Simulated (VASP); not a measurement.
# As (Pm-3n) in VASP: a series of runs, part 2 of 2

VASP 6.6.1.

### Step 3. Single point, LDA

File INCAR:

```
PREC = Accurate ; ENCUT = 520
EDIFF = 1E-6 ; ISMEAR = -1
SIGMA = 0.1 ; LREAL = False
LASPH = True ; NELM = 80
ALGO = Normal ; ISIF = 2
LWAVE = False ; LCHARG = True
GGA = CA ; LELF = True
LVHAR = True ; NBANDS = 30
```

File KPOINTS:

```
Automatic mesh
0
Gamma
  7 7 7
```

File POSCAR:

```
As
1.0
    5.2846716408      0.0000000000      0.0000000000
    0.0000000000      5.2846716408      0.0000000000
    0.0000000000      0.0000000000      5.2846716408
As
8
Direct
    1.0000000000      0.0000000000      1.0000000000
    0.5000000000      0.5000000000      0.5000000000
    0.2500000000      1.0000000000      0.5000000000
    0.7500000000      0.0000000000      0.5000000000
    0.5000000000      0.2500000000      0.0000000000
    0.5000000000      0.7500000000      1.0000000000
    1.0000000000      0.5000000000      0.2500000000
    0.0000000000      0.5000000000      0.7500000000
```

Potentials or basis: VASP PAW LDA potentials, release 64 (As).

Command:

```sh
cat potpaw_LDA.64/As/POTCAR > POTCAR
mpirun -np 1 vasp_std > vasp.out
```

OUTCAR:

```text
PREC = Accurate
   ENCUT = 520
   EDIFF = 1E-6
   ISMEAR = -1
   LREAL = False
   LASPH = True
   NELM = 80
   ISIF = 2
   GGA = CA

 ion  position               nearest neighbor table
   1  0.000  0.000  0.000-
   2  0.500  0.500  0.500-
   3  0.250  0.000  0.500-   4 2.64   4 2.64
   4  0.750  0.000  0.500-   3 2.64   3 2.64
   5  0.500  0.250  0.000-   6 2.64   6 2.64
   6  0.500  0.750  0.000-   5 2.64   5 2.64
   7  0.000  0.500  0.250-   8 2.64   8 2.64
   8  0.000  0.500  0.750-   7 2.64   7 2.64

  LATTYP: Found a simple cubic cell.
 ALAT       =     5.2846716408

  Lattice vectors:

 A1 = (   5.2846716408,   0.0000000000,   0.0000000000)
 A2 = (   0.0000000000,   5.2846716408,   0.0000000000)
 A3 = (   0.0000000000,   0.0000000000,   5.2846716408)

Analysis of symmetry for initial positions (statically):
=====================================================================
 Subroutine PRICEL returns:
 Original cell was already a primitive cell.

[... 181 lines left out ...]
 cond. band min:       7.0191209889   @ k =   0.2857   0.0000   0.0000
 fundamental gap:      0.0316975150
 Fermi energy:         6.9908802323

 k-point     1 :       0.0000    0.0000    0.0000
  band No.  band energies     occupation
      1      -8.5555      2.00000
      2      -4.8019      2.00000
      3      -4.8019      2.00000
      4      -4.4671      2.00000
      5      -2.6719      2.00000
      6      -2.6719      2.00000
[... 649 lines left out ...]
     29       8.2438      0.00001
     30       8.6720      0.00000

------------------------ aborting loop because EDIFF is reached ----------------------------------------

  FORCE on cell =-STRESS in cart. coord.  units (eV):
  Direction    XX          YY          ZZ          XY          YZ          ZX
  --------------------------------------------------------------------------------------
  -------------------------------------------------------------------------------------
  Total        0.0640152      0.0640152      0.0640152     -0.0000000     -0.0000000      0.0000000
  in kB        0.6949278      0.6949278      0.6949278     -0.0000000     -0.0000000      0.0000000
  external PRESSURE =       0.6949278 kB  Pullay stress =       0.0000000 kB

 VOLUME and BASIS-vectors are now :
 -----------------------------------------------------------------------------
  energy-cutoff  :      520.00
  volume of cell :      147.59
      direct lattice vectors                 reciprocal lattice vectors
     5.284671641  0.000000000  0.000000000     0.189226515  0.000000000  0.000000000
     0.000000000  5.284671641  0.000000000     0.000000000  0.189226515  0.000000000
     0.000000000  0.000000000  5.284671641     0.000000000  0.000000000  0.189226515

 POSITION                                       TOTAL-FORCE (eV/Angst)
 -----------------------------------------------------------------------------------
      0.00000      0.00000      0.00000        -0.000000     -0.000000     -0.000000
      2.64234      2.64234      2.64234        -0.000000     -0.000000     -0.000000
      1.32117      0.00000      2.64234        -0.000000      0.000000      0.000000
      3.96350      0.00000      2.64234         0.000000     -0.000000     -0.000000
      2.64234      1.32117      0.00000         0.000000     -0.000000     -0.000000
      2.64234      3.96350      0.00000        -0.000000      0.000000      0.000000
      0.00000      2.64234      1.32117         0.000000      0.000000     -0.000000
      0.00000      2.64234      3.96350         0.000000      0.000000      0.000000
 -----------------------------------------------------------------------------------
    total drift:                                0.000000     -0.000000      0.000000

  FREE ENERGIE OF THE ION-ELECTRON SYSTEM (eV)
  ---------------------------------------------------
  free  energy   TOTEN  =       -38.8572050945 eV

  energy  without entropy=      -38.7042328039  energy(sigma->0) =      -38.78071895
```

OSZICAR:

```text
N       E                     dE             d eps       ncg     rms          rms(c)
DAV:   1     0.144147899305E+03    0.14415E+03   -0.16583E+04  1200   0.115E+03
DAV:   2    -0.269513927452E+02   -0.17110E+03   -0.16500E+03  1548   0.174E+02
DAV:   3    -0.387035157728E+02   -0.11752E+02   -0.11459E+02  1432   0.444E+01
DAV:   4    -0.389391989557E+02   -0.23568E+00   -0.22637E+00  1512   0.562E+00
DAV:   5    -0.389417875789E+02   -0.25886E-02   -0.25854E-02  1432   0.499E-01    0.646E+00
DAV:   6    -0.388836607289E+02    0.58127E-01   -0.27000E-02  1430   0.660E-01    0.377E+00
DAV:   7    -0.388572112017E+02    0.26450E-01   -0.46112E-02  1396   0.837E-01    0.139E-01
DAV:   8    -0.388572417102E+02   -0.30509E-04   -0.22521E-03  1346   0.202E-01    0.923E-02
DAV:   9    -0.388572050339E+02    0.36676E-04   -0.10374E-04  1520   0.434E-02    0.172E-02
DAV:  10    -0.388572050945E+02   -0.60594E-07   -0.48499E-06  1298   0.948E-03
   1 F= -.38857205E+02 E0= -.38780719E+02  d E =-.152972E+00
```

It took 1.9 min on 1 thread of Intel Xeon 8259CL, shared host; peak memory 0.22 GiB.

Results:

```
Free energy            : -38.8572 eV
Pressure               : 0.1 GPa
Band gap on the k mesh : zero (bands 20 and 21 overlap by 0.71 eV)
```

### Step 4. Relaxation of cell and atoms, LDA

This run uses another cell than the first one, of 18.30 Å³/atom.

File INCAR:

```
SYSTEM = As
PREC = Accurate
ENCUT = 600
EDIFF = 1E-7
ISMEAR = -1
SIGMA = 0.1
LREAL = .FALSE.
LASPH = .TRUE.
NELM = 60
ALGO = Normal
ISIF = 3
LWAVE = .FALSE.
LCHARG = .FALSE.
IBRION = 2
NSW = 80
EDIFFG = -0.01
```

File KPOINTS:

```
regular mesh
0
G
  5 5 5
  0 0 0
```

File POSCAR:

```
As
1.0
    5.2705306221      0.0000000000      0.0000000000
    0.0000000000      5.2705306221      0.0000000000
    0.0000000000      0.0000000000      5.2705306221
As
8
Direct
    0.0000000000      0.0000000000      0.0000000000
    0.5000000000      0.5000000000      0.5000000000
    0.2500000000      0.0000000000      0.5000000000
    0.7500000000      0.0000000000      0.5000000000
    0.5000000000      0.2500000000      0.0000000000
    0.5000000000      0.7500000000      0.0000000000
    0.0000000000      0.5000000000      0.2500000000
    0.0000000000      0.5000000000      0.7500000000
```

Command:

```sh
cat potpaw_LDA.64/As/POTCAR > POTCAR
mpirun -np 1 vasp_std > vasp.out
```

Wall time 2.8 min (1 thread of Intel Xeon 8259CL, shared host); peak memory 0.22 GiB.

Results (log left out):

* Free energy: -38.8681 eV
* Relaxed volume: 18.50 Å³/atom
* Relaxed cell: a = 5.290 Å, b = 5.290 Å, c = 5.290 Å, α = 90.00°, β = 90.00°, γ = 90.00°
* Space group after relaxing (to 0.1 Å): Pm-3n (No. 223)
* Energy gained by relaxing: 0.6 meV/atom
* Ionic steps: 3
* Pressure after relaxing: 0.0 GPa
* Band gap on the k mesh: zero (bands 20 and 21 overlap by 0.67 eV)

Step by step:
```
step  energy change (eV)  largest force (eV/Å)  pressure (GPa)  volume (Å³)
   1              0.0000                0.0000            1.03       146.41
   2             -0.0037                0.0000           -0.54       148.91
   3             -0.0051                0.0000            0.00       148.03
```

Final structure:
```cif
data_structure
_symmetry_space_group_name_H-M 'P 1'
_symmetry_Int_Tables_number 1
_cell_length_a 5.2899
_cell_length_b 5.2899
_cell_length_c 5.2899
_cell_angle_alpha 90.000
_cell_angle_beta 90.000
_cell_angle_gamma 90.000
_cell_volume 148.03
loop_
_atom_site_label
_atom_site_type_symbol
_atom_site_fract_x
_atom_site_fract_y
_atom_site_fract_z
_atom_site_occupancy
As1 As 0.00000 0.00000 0.00000 1
As2 As 0.50000 0.50000 0.50000 1
As3 As 0.25000 0.00000 0.50000 1
As4 As 0.75000 0.00000 0.50000 1
As5 As 0.50000 0.25000 0.00000 1
As6 As 0.50000 0.75000 0.00000 1
As7 As 0.00000 0.50000 0.25000 1
As8 As 0.00000 0.50000 0.75000 1
```

Levels at points of the mesh, in eV from the Fermi level:
| k point | band 16 | band 17 | band 18 | band 19 | band 20 | band 21 | band 22 | band 23 | band 24 | band 25 |
| --- | --- | --- | --- | --- | --- | --- | --- | --- | --- | --- |
| (0.00, 0.00, 0.00) | -3.39 | -2.43 | -1.87 | -1.87 | -1.87 | 1.12 | 1.12 | 1.12 | 1.57 | 1.57 |

### Step 5. Summary

| task | cell | k mesh | cutoff (eV) | gap on the mesh (eV) | pressure (GPa) |
| --- | --- | --- | --- | --- | --- |
| single point | a = 5.285 Å, 8 atoms | 5 × 5 × 5 | 520 | none | 0.3 |
| single point | a = 5.285 Å, 8 atoms | 7 × 7 × 7 | 520 | none | 0.1 |
| relaxation of cell and atoms | relaxed from a = 5.271 Å, 8 atoms | 5 × 5 × 5 | 600 | none | 0.0 |

Alike in all rows: level LDA; potentials or basis VASP PAW LDA potentials, release 64 (As); no spin polarisation; smearing fermi-dirac 0.1 eV.

Absolute energies hang on the potentials; compare differences alone.
